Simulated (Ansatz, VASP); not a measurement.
Two plane-wave programs on BiSbTe2S

File INCAR:

```
SYSTEM = BiSbTe2S
  PREC = Accurate
  ENCUT = 600
  EDIFF = 1E-7
  ISMEAR = 0
  SIGMA = 0.1
  LREAL = .FALSE.
  LASPH = .TRUE.
  NELM = 60
  ALGO = Normal
  ISIF = 3
  LWAVE = .FALSE.
  LCHARG = .FALSE.
  GGA = PE
  IBRION = 2
  NSW = 90
  EDIFFG = -0.04
```

The input KPOINTS:

```
Automatic mesh
0
G
  6 6 2
  0 0 0
```

File POSCAR:

```
BiSbTe2S
1.0
    4.8123615300      0.0000000000      0.0000000000
   -2.4061807700      4.1676273400      0.0000000000
    0.0000000000      0.0000000000      8.3457547900
Sb Bi Te S
1 1 2 1
Direct
    0.3333333300      0.6666666700      0.0000000000
    0.3333333300      0.6666666700      0.5000000000
    0.3333333300      0.6666666700      0.2513265200
    0.3333333300      0.6666666700      0.7486734800
    0.6666666700      0.3333333300      0.0000000000
```

Input for Ansatz:

```yaml
crystal:
  lattice:
    - [4.81236153, 0.0, 0.0]
    - [-2.40618077, 4.16762734, 0.0]
    - [0.0, 0.0, 8.34575479]
  atoms:
    - { symbol: Sb, position: [0.33333333, 0.66666667, 0.0] }
    - { symbol: Bi, position: [0.33333333, 0.66666667, 0.5] }
    - { symbol: Te, position: [0.33333333, 0.66666667, 0.25132652] }
    - { symbol: Te, position: [0.33333333, 0.66666667, 0.74867348] }
    - { symbol: S, position: [0.66666667, 0.33333333, 0.0] }
basis:
  ecutwfc: 420
kpoints:
  mp_grid: { grid: [6, 6, 2] }
hamiltonian:
  xc: pbe
scf:
  occupations: { method: gaussian, width: 0.1 }
  lower_state_search: "off"
output:
  forces: true
  stress: true
  eigenvalues: true
relax:
  adjacent_minimum: "off"
  f_tol: 0.04
  max_steps: 70
  cell: { stress_tol: 0.4 }
```

Alike in both runs: task relaxation of cell and atoms; functional PBE; k mesh 6 × 6 × 2; occupations gaussian, width 0.1 eV; no spin polarisation.

|  | VASP | Ansatz |
| --- | --- | --- |
| version | VASP 6.6.1 | Ansatz 0.2.0 |
| potentials or method | VASP PAW PBE potentials, release 64 (Sb, Bi_d, Te, S), cutoff 600 eV | scalar-relativistic, plane waves, PAW |
| valence electrons in the cell | 38 | 68 |

```tsv
	VASP	Ansatz	Ansatz less VASP
gap on the k mesh at the Fermi level, each at its own relaxed structure (eV)	none	none	-
relaxed volume (Å³/atom)	41.83	41.84	+0.013
relaxed length of the cell vector where the two differ most in proportion (Å)	11.345	11.355	+0.0093
```

A gap of «none» marks a metal or a gap that the smearing closes. VASP's potentials hold 38 valence electrons a cell and Ansatz's 68, so a difference there can come from the potentials and not from the codes.

The k mesh is coarse, so the values compare programs but aren't converged. Spin-orbit coupling is off throughout. Noted on VASP's run: the volume moved by over 15 % at a fixed basis, so the end points are rough.
